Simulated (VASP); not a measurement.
# Sr in VASP: further runs, part 2 of 2

VASP 6.6.1.

### 3 Relaxation of cell and atoms, PBE

This run uses another cell than the first one, of 33.37 Å³/atom, 0.581 times its volume.

The input, INCAR:

```
PREC = Accurate
ENCUT = 600
EDIFF = 1E-6
ISMEAR = -1
SIGMA = 0.08
LREAL = F
LASPH = T
NELM = 100
ALGO = Normal
ISIF = 3
LWAVE = F
LCHARG = F
GGA = PE
IBRION = 2
NSW = 100
EDIFFG = -0.005
```

The input, KPOINTS:

```
Automatic mesh
0
Gamma
  11 11 6
```

The input, POSCAR:

```
Sr
1.0
    3.6234121306      0.0000000000      0.0000000000
   -1.8117060653      3.1379669535      0.0000000000
    0.0000000000      0.0000000000      5.8699276516
Sr
2
Direct
    0.3333333333      0.6666666667      0.2500000000
    0.6666666667      0.3333333333      0.7500000000
```

Potentials or basis: VASP PAW PBE potentials, release 64 (Sr_sv).

Launch:

```
$ cat potpaw_PBE.64/Sr_sv/POTCAR > POTCAR
$ mpirun -np 1 vasp_std > vasp.out
```

OUTCAR:

```text
PREC = Accurate
   ENCUT = 600
   EDIFF = 1E-6
   ISMEAR = -1
   LREAL = F
   LASPH = T
   NELM = 100
   ISIF = 3
   GGA = PE
   IBRION = 2
   NSW = 100
   EDIFFG = -0.005

 ion  position               nearest neighbor table
   1  0.333  0.667  0.250-   2 3.60   2 3.60   2 3.60   2 3.60   2 3.60   2 3.60   2 5.11   2 5.11
                             2 5.11   2 5.11   2 5.11   2 5.11
   2  0.667  0.333  0.750-   1 3.60   1 3.60   1 3.60   1 3.60   1 3.60   1 3.60   1 5.11   1 5.11
                             1 5.11   1 5.11   1 5.11   1 5.11

  LATTYP: Found a hexagonal cell.
 ALAT       =     3.6234121306
 C/A-ratio  =     1.6200000000

  Lattice vectors:

 A1 = (   3.6234121306,   0.0000000000,   0.0000000000)
 A2 = (  -1.8117060653,   3.1379669535,   0.0000000000)
 A3 = (   0.0000000000,   0.0000000000,   5.8699276516)

Analysis of symmetry for initial positions (statically):
=====================================================================
 Subroutine PRICEL returns:
 Original cell was already a primitive cell.

 Routine SETGRP: Setting up the symmetry group for a
 hexagonal supercell.

 Subroutine GETGRP returns: Found 24 space group operations
 (whereof 12 operations were pure point group operations)
 out of a pool of 24 trial point group operations.

The static configuration has the point symmetry D_3d.
 The point group associated with its full space group is D_6h.

Analysis of symmetry for dynamics (positions and initial velocities):
=====================================================================
 Subroutine PRICEL returns:
 Original cell was already a primitive cell.

 Routine SETGRP: Setting up the symmetry group for a
 hexagonal supercell.

 Subroutine GETGRP returns: Found 24 space group operations
 (whereof 12 operations were pure point group operations)
 out of a pool of 24 trial point group operations.

The dynamic configuration has the point symmetry D_3d.
 The point group associated with its full space group is D_6h.

 Subroutine INISYM returns: Found 24 space group operations
 (whereof 12 operations are pure point group operations),
 and found     1 'primitive' translations

----------------------------------------------------------------------------------------

                                     Primitive cell

  volume of cell :      66.7419

  direct lattice vectors                    reciprocal lattice vectors
     3.623412131  0.000000000  0.000000000     0.275982959  0.159338835  0.000000000
    -1.811706065  3.137966953  0.000000000     0.000000000  0.318677671  0.000000000
     0.000000000  0.000000000  5.869927652     0.000000000  0.000000000  0.170359851

  length of vectors
     3.623412131  3.623412131  5.869927652     0.318677671  0.318677671  0.170359851

  position of ions in fractional coordinates (direct lattice)
     0.333333333  0.666666667  0.250000000
     0.666666667  0.333333333  0.750000000

  ion indices of the primitive-cell ions
   primitive index   ion index
                 1           1
                 2           2

----------------------------------------------------------------------------------------

 KPOINTS: Automatic mesh

Automatic generation of k-mesh.
 Grid dimensions read from file:
 generate k-points for:   11   11    6

 Generating k-lattice:

  Cartesian coordinates                     Fractional coordinates (reciprocal lattice)
     0.025089360  0.014485349  0.000000000     0.090909091  0.000000000  0.000000000
     0.000000000  0.028970697  0.000000000     0.000000000  0.090909091  0.000000000
     0.000000000  0.000000000  0.028393308     0.000000000  0.000000000  0.166666667

  Length of vectors
     0.028970697  0.028970697  0.028393308

  Shift w.r.t. Gamma in fractional coordinates (k-lattice)
     0.000000000  0.000000000  0.000000000

 Subroutine IBZKPT returns following result:
 ===========================================

 Found     64 irreducible k-points:

 Following reciprocal coordinates:
            Coordinates               Weight
  0.000000  0.000000  0.000000      1.000000
  0.090909 -0.000000  0.000000      6.000000
  0.181818 -0.000000  0.000000      6.000000
  0.272727 -0.000000  0.000000      6.000000
  0.363636  0.000000  0.000000      6.000000
  0.454545  0.000000  0.000000      6.000000
[... 16 lines left out ...]
  0.090909  0.090909  0.166667     12.000000
  0.181818  0.090909  0.166667     24.000000
 [... further k-points ...]
   k-points           NKPTS =     64   k-points in BZ     NKDIM =     64   number of bands    NBANDS=     14
   number of dos      NEDOS =    301   number of ions     NIONS =      2
   total plane-waves  NPLWV =  43200
   dimension x,y,z NGX =    30 NGY =   30 NGZ =   48
   dimension x,y,z NGXF=    60 NGYF=   60 NGZF=   96
   ions per type =               2
   NGX,Y,Z   is equivalent  to a cutoff of  13.76, 13.76, 13.59 a.u.
   NGXF,Y,Z  is equivalent  to a cutoff of  27.53, 27.53, 27.19 a.u.
 SYSTEM =  unknown system
   PREC   = accura    normal or accurate (medium, high low for compatibility)
   ISTART =      0    job   : 0-new  1-cont  2-samecut
   ICHARG =      2    charge: 1-file 2-atom 10-const
   ISPIN  =      1    spin polarized calculation?
   LNONCOLLINEAR =      F non collinear calculations
   LSORBIT =      F    spin-orbit coupling
   LASPH  =      T    aspherical Exc in radial PAW
   ENCUT  =  600.0 eV  44.10 Ry    6.64 a.u.   7.24  7.24 11.72*2*pi/ulx,y,z
   NELM   =    100;   NELMIN=  2; NELMDL= -5     # of ELM steps
   EDIFF  = 0.1E-05   stopping-criterion for ELM
   LREAL  =      F    real-space projection
   EDIFFG = -.5E-02   stopping-criterion for IOM
   NSW    =    100    number of steps for IOM
   IBRION =      2    ionic relax: 0-MD 1-quasi-New 2-CG
   NFREE  =      1    steps in history (QN), initial steepest desc. (CG)
   ISIF   =      3    stress and relaxation
   ISYM   =      2    0-nonsym 1-usesym 2-fastsym
   POTIM  = 0.5000    time-step for ionic-motion
   TEBEG  =    0.0;   TEEND  =   0.0 temperature during run
   PSTRESS=    0.0 pullay stress
   NELECT =      20.0000    total number of electrons
   NUPDOWN=      -1.0000    fix difference up-down
   EMIN   =  10.00;   EMAX   =-10.00  energy-range for DOS
   EFERMI =   0.00;   METHOD = LEGACY
   ISMEAR =    -1;   SIGMA  =   0.08  broadening in eV -4-tet -1-fermi 0-gaus
   EFERMI_NEDOS =   21; number of points for ismear=-14 and -15
   IALGO  =     38    algorithm
   IMIX   =      4    mixing-type and parameters
     AMIX     =   0.40;   BMIX     =  1.00
     AMIX_MAG =   1.60;   BMIX_MAG =  1.00
  volume/ion in A,a.u.               =      33.37       225.20
  Fermi-wavevector in a.u.,A,eV,Ry     =   1.095516  2.070224 16.329091  1.200154
  Thomas-Fermi vector in A             =   2.231841
   LORBIT       =      0    0 simple, 1 ext, 2 COOP (PROOUT), +10 PAW based schemes
   GGA     = PE    functional components
   LHFCALC =     F    Hartree Fock is set to
   AEXX    =    0.0000 exact exchange contribution
   IVDW    =     0    specifies the selected vdW correction
   LEPSILON=     F    determine dielectric tensor
   LRPA    =     F    only Hartree local field effects (RPA)
 conjugate gradient relaxation of ions
 non-spin polarized calculation
  energy-cutoff  :      600.00
  volume of cell :       66.74
 maximum number of plane-waves:      2248
 NGX is ok and might be reduce to    30
   NGX = 15   NGY = 15   NGZ = 23

--------------------------------------- Ionic step        1  -------------------------------------------

 number of electron      20.0000000 magnetization

 Free energy of the ion-electron system (eV)
  ---------------------------------------------------
  ext. energy  EPLUGINS =         0.00000000
  ---------------------------------------------------
  free energy    TOTEN  =        -2.09437555 eV

  energy without entropy =       -2.05246750  energy(sigma->0) =       -2.07342152

 E-fermi :   3.5301     XC(G=0):  -9.0505

 val. band max:        3.5079676688   @ k =   0.1818   0.1818   0.1667
 cond. band min:       3.5448591350   @ k =   0.3636   0.2727   0.0000
 fundamental gap:      0.0368914662
 Fermi energy:         3.5300939247

 k-point     1 :       0.0000    0.0000    0.0000
  band No.  band energies     occupation
      1     -32.1886      2.00000
      2     -32.0587      2.00000
      3     -14.7720      2.00000
      4     -13.9064      2.00000
      5     -13.9064      2.00000
      6     -13.7788      2.00000
      7     -13.7788      2.00000
      8     -13.7622      2.00000
      9      -0.5437      2.00000
     10       2.2093      2.00000
     11       5.0724      0.00000
     12       6.3986      0.00000
     13       6.3986      0.00000
     14       6.5108      0.00000
[... 604 lines left out ...]
  energy  without entropy=       -3.2357940465  energy(sigma->0) =       -3.26401179

--------------------------------------- Ionic step        7  -------------------------------------------

 number of electron      20.0000001 magnetization

 Free energy of the ion-electron system (eV)
  ---------------------------------------------------
  ext. energy  EPLUGINS =         0.00000000
  ---------------------------------------------------
  free energy    TOTEN  =        -3.29225345 eV

  energy without entropy =       -3.23578185  energy(sigma->0) =       -3.26401765

 E-fermi :   1.5698     XC(G=0):  -7.3395

 val. band max:        1.5342232228   @ k =   0.3636   0.0909   0.0000
 cond. band min:       1.5751408688   @ k =   0.2727  -0.0000   0.0000
 fundamental gap:      0.0409176459
 Fermi energy:         1.5698147677

 k-point     1 :       0.0000    0.0000    0.0000
  band No.  band energies     occupation
      1     -35.0473      2.00000
      2     -35.0340      2.00000
      3     -17.1231      2.00000
      4     -16.9621      2.00000
      5     -16.9621      2.00000
      6     -16.9363      2.00000
      7     -16.9363      2.00000
      8     -16.9325      2.00000
      9      -2.0718      2.00000
     10       0.4308      2.00000
     11       1.6122      0.74090
     12       3.8559      0.00000
     13       3.8770      0.00000
     14       3.8770      0.00000
[... 420 lines left out ...]
  FREE ENERGIE OF THE ION-ELECTRON SYSTEM (eV)
  ---------------------------------------------------
  free  energy   TOTEN  =        -3.2922534517 eV

  energy  without entropy=       -3.2357818489  energy(sigma->0) =       -3.26401765

 reached required accuracy - stopping structural energy minimisation
```

CONTCAR:

```text
Sr
   1.00000000000000
     4.2666238290500100    0.0000000000000000   -0.0000000000000000
    -2.1333119145250050    3.6950046243795089   -0.0000000000000000
     0.0000000000000000   -0.0000000000000000    7.0018716746342076
  Sr
     2
Direct
     0.3333333332999970    0.6666666667000030    0.2500000000000000
     0.6666666667000030    0.3333333332999970    0.7500000000000000

  0.00000000E+00  0.00000000E+00  0.00000000E+00
  0.00000000E+00  0.00000000E+00  0.00000000E+00
```

It took 10 min on 1 thread of Intel Xeon 8259CL, shared host; peak memory 0.25 GiB.

What came out:

```yaml
Free_energy: -3.2923 eV
Relaxed_volume: 55.19 Å³/atom
Relaxed_cell: a = 4.267 Å, b = 4.267 Å, c = 7.002 Å, α = 90.00°, β = 90.00°, γ = 120.00°
Space_group_after_relaxing_to_0.05_Å: P6_3/mmc (No. 194)
Energy_gained_by_relaxing: 598.9 meV/atom
Ionic_steps: 7
Pressure_after_relaxing: 0.0 GPa
Band_gap_on_the_k_mesh: zero (band 10 reaches 1.68 eV, above the bottom of band 11 at 1.58 eV)
```

The path:
```tsv
step	energy change (eV)	largest force (eV/Å)	pressure (GPa)	volume (Å³)
1	0.0000	0.0000	12.16	66.74
2	-1.0917	0.0000	2.34	94.31
3	-1.1918	0.0000	0.48	106.27
4	-1.1978	0.0000	0.04	110.01
5	-1.1977	0.0000	-0.06	111.03
6	-1.1979	0.0000	-0.02	110.65
7	-1.1979	0.0000	0.00	110.39
```

Final structure:
```
Sr
1.0
     4.26662    0.00000    0.00000
    -2.13331    3.69500    0.00000
     0.00000    0.00000    7.00187
Sr
2
Direct
  0.33333 0.66667 0.25000
  0.66667 0.33333 0.75000
```

Caveat: the volume moved by over 15 % at a fixed basis, so the end points are rough.

### 4 Single point, PBE (x and y stretched by -4 %, z held)

The input, INCAR:

```
PREC = Accurate ; ENCUT = 520
EDIFF = 1E-6 ; ISMEAR = -1
SIGMA = 0.08 ; LREAL = F
LASPH = T ; NELM = 100
ALGO = Normal ; ISIF = 2
LWAVE = F ; LCHARG = F
GGA = PE ; NBANDS = 17
```

The input, KPOINTS:

```
regular mesh
0
Gamma
  11 11 6
```

The input, POSCAR:

```
Sr
1.0
    4.0988367504      0.0000000000      0.0000000000
   -2.0494183752      3.5496967518      0.0000000000
    0.0000000000      0.0000000000      6.9986823019
Sr
2
Direct
    0.3333333333      0.6666666667      0.2500000000
    0.6666666667      0.3333333333      0.7500000000
```

Launch:

```
$ cat potpaw_PBE.64/Sr_sv/POTCAR > POTCAR
$ mpirun -np 1 vasp_std > vasp.out
```

Run time: 79 s. Hardware: 1 thread of Oxide Virtual Turin-like, shared host; peak memory 0.23 GiB.

The run converged. Its results:

```yaml
Free_energy: -3.2590 eV
Pressure: 1.1 GPa
Band_gap_on_the_k_mesh: zero (band 10 reaches 2.02 eV, above the bottom of band 11 at 1.78 eV)
```

Stress tensor (GPa, compression positive):
```
1.47 0.00 0.00
0.00 1.47 0.00
0.00 0.00 0.37
```

Levels at points of the mesh, in eV from the Fermi level:
| k point | band 6 | band 7 | band 8 | band 9 | band 10 | band 11 | band 12 | band 13 | band 14 | band 15 |
| --- | --- | --- | --- | --- | --- | --- | --- | --- | --- | --- |
| (0.00, 0.00, 0.00) | -18.32 | -18.32 | -18.32 | -3.74 | -1.27 | 0.02 | 2.17 | 2.46 | 2.46 | 2.84 |
| (0.00, 0.00, 0.50) | -18.33 | -18.33 | -18.33 | -2.80 | -2.80 | 1.18 | 1.18 | 2.48 | 2.48 | 2.48 |

Caveat: the cell differs from its parent crystal (x and y stretched by -4 %, z held).

### 5 Single point, PBE (atom 1 (Sr) moved by [0.084853, 0.084853, 0.0] A)

The input, INCAR:

```
PREC = Accurate
ENCUT = 520
EDIFF = 1E-7
ISMEAR = -1
SIGMA = 0.08
LREAL = F
LASPH = T
NELM = 60
ALGO = Normal
ISIF = 2
LWAVE = F
LCHARG = F
GGA = PE
NBANDS = 17
```

The input, KPOINTS:

```
Automatic mesh
0
Gamma
  11 11 6
```

The input, POSCAR:

```
Sr
1.0
    4.2696216150      0.0000000000      0.0000000000
   -2.1348108075      3.6976007831      0.0000000000
    0.0000000000      0.0000000000      6.9986823019
Sr
2
Direct
    0.3646810532      0.6896147903      0.2500000000
    0.6666666667      0.3333333333      0.7500000000
```

Potentials or basis: VASP PAW PBE potentials, release 64 (Sr_sv).

Launch:

```
$ cat potpaw_PBE.64/Sr_sv/POTCAR > POTCAR
$ mpirun -np 1 vasp_std > vasp.out
```

OUTCAR:

```text
PREC = Accurate
   ENCUT = 520
   EDIFF = 1E-7
   ISMEAR = -1
   LREAL = F
   LASPH = T
   NELM = 60
   ISIF = 2
   GGA = PE

 ion  position               nearest neighbor table
   1  0.365  0.690  0.250-   2 4.23   2 4.23   2 4.26   2 4.26   2 4.35   2 4.35
   2  0.667  0.333  0.750-   1 4.23   1 4.23   1 4.26   1 4.26   1 4.35   1 4.35

  LATTYP: Found a hexagonal cell.
 ALAT       =     4.2696216150
 C/A-ratio  =     1.6391809235

  Lattice vectors:

 A1 = (   4.2696216150,   0.0000000000,   0.0000000000)
 A2 = (  -2.1348108075,   3.6976007831,   0.0000000000)
 A3 = (   0.0000000000,   0.0000000000,   6.9986823019)

Analysis of symmetry for initial positions (statically):
=====================================================================
 Subroutine PRICEL returns:
 Original cell was already a primitive cell.

 Routine SETGRP: Setting up the symmetry group for a
 hexagonal supercell.

 Subroutine GETGRP returns: Found  4 space group operations
 (whereof  1 operations were pure point group operations)
 out of a pool of 24 trial point group operations.

The static configuration has the point symmetry C_1 .
[... 160 lines left out ...]
  energy without entropy =       -3.23856545  energy(sigma->0) =       -3.26676176

 E-fermi :   1.5663     XC(G=0):  -7.3363

 val. band max:        1.5623768849   @ k =   0.3636  -0.0000   0.0000
 cond. band min:       1.5670023261   @ k =   0.2727  -0.0909   0.0000
 fundamental gap:      0.0046254413
 Fermi energy:         1.5663074925

 k-point     1 :       0.0000    0.0000    0.0000
  band No.  band energies     occupation
      1     -35.0530      2.00000
      2     -35.0396      2.00000
      3     -17.1307      2.00000
      4     -16.9740      2.00000
      5     -16.9639      2.00000
      6     -16.9433      2.00000
[... 457 lines left out ...]
      4     -17.0358      2.00000
      5     -17.0173      2.00000
      6     -16.9870      2.00000
[... 9 lines left out ...]
     16       4.5542      0.00000
     17       4.6549      0.00000

 [... further k-points ...]

------------------------ aborting loop because EDIFF is reached ----------------------------------------

  FORCE on cell =-STRESS in cart. coord.  units (eV):
  Direction    XX          YY          ZZ          XY          YZ          ZX
  --------------------------------------------------------------------------------------
  -------------------------------------------------------------------------------------
  Total       -0.0693287      0.0785805      0.0232008     -0.0759977      0.0000000      0.0000000
  in kB       -1.0053049      1.1394620      0.3364252     -1.1020098      0.0000000      0.0000000
  external PRESSURE =       0.1568608 kB  Pullay stress =       0.0000000 kB

 VOLUME and BASIS-vectors are now :
 -----------------------------------------------------------------------------
  energy-cutoff  :      520.00
  volume of cell :      110.49
      direct lattice vectors                 reciprocal lattice vectors
     4.269621615  0.000000000  0.000000000     0.234212792  0.135222819  0.000000000
    -2.134810808  3.697600783  0.000000000     0.000000000  0.270445637  0.000000000
     0.000000000  0.000000000  6.998682302     0.000000000  0.000000000  0.142884040

 POSITION                                       TOTAL-FORCE (eV/Angst)
 -----------------------------------------------------------------------------------
      0.08485      2.54992      1.74967        -0.020683     -0.025062      0.000000
      2.13481      1.23253      5.24901         0.020683      0.025062     -0.000000
 -----------------------------------------------------------------------------------
    total drift:                               -0.000001     -0.000000     -0.000000

  FREE ENERGIE OF THE ION-ELECTRON SYSTEM (eV)
  ---------------------------------------------------
  free  energy   TOTEN  =        -3.2949580673 eV

  energy  without entropy=       -3.2385654453  energy(sigma->0) =       -3.26676176
```

Run time: 7.1 min. Hardware: 1 thread of Oxide Virtual Turin-like, shared host; peak memory 0.47 GiB.

Results:

```
Free energy            : -3.2950 eV
Pressure               : 0.0 GPa
Largest force          : 0.032 eV/Å
Band gap on the k mesh : zero (band 10 reaches 1.70 eV, above the bottom of band 11 at 1.56 eV)
```

Forces on the atoms (eV/Å):
```
Sr  -0.021 -0.025  0.000
Sr   0.021  0.025  0.000
```

Caveat: the cell differs from its parent crystal (atom 1 (Sr) moved by [0.084853, 0.084853, 0.0] A).

### 6 Overview

| task | cell | cutoff (eV) | gap on the mesh (eV) | pressure (GPa) |
| --- | --- | --- | --- | --- |
| single point | a = 4.326, b = 4.326, c = 7.091 Å, angles 90.0, 90.0, 120.0°, 2 atoms | 520 | none | -0.4 |
| relaxation of cell and atoms | relaxed from a = 3.623, b = 3.623, c = 5.870 Å, angles 90.0, 90.0, 120.0°, 2 atoms | 600 | none | 0.0 |
| single point | a = 4.099, b = 4.099, c = 6.999 Å, angles 90.0, 90.0, 120.0°, 2 atoms | 520 | none | 1.1 |
| single point | a = 4.270, b = 4.270, c = 6.999 Å, angles 90.0, 90.0, 120.0°, 2 atoms | 520 | none | 0.0 |

Alike in all rows: level PBE; potentials or basis VASP PAW PBE potentials, release 64 (Sr_sv); no spin polarisation; k mesh 11 × 11 × 6; smearing fermi-dirac 0.08 eV.

Caveats: the volume moved by over 15 % at a fixed basis, so the end points are rough (some runs).

Absolute energies hang on the potentials; compare differences alone.
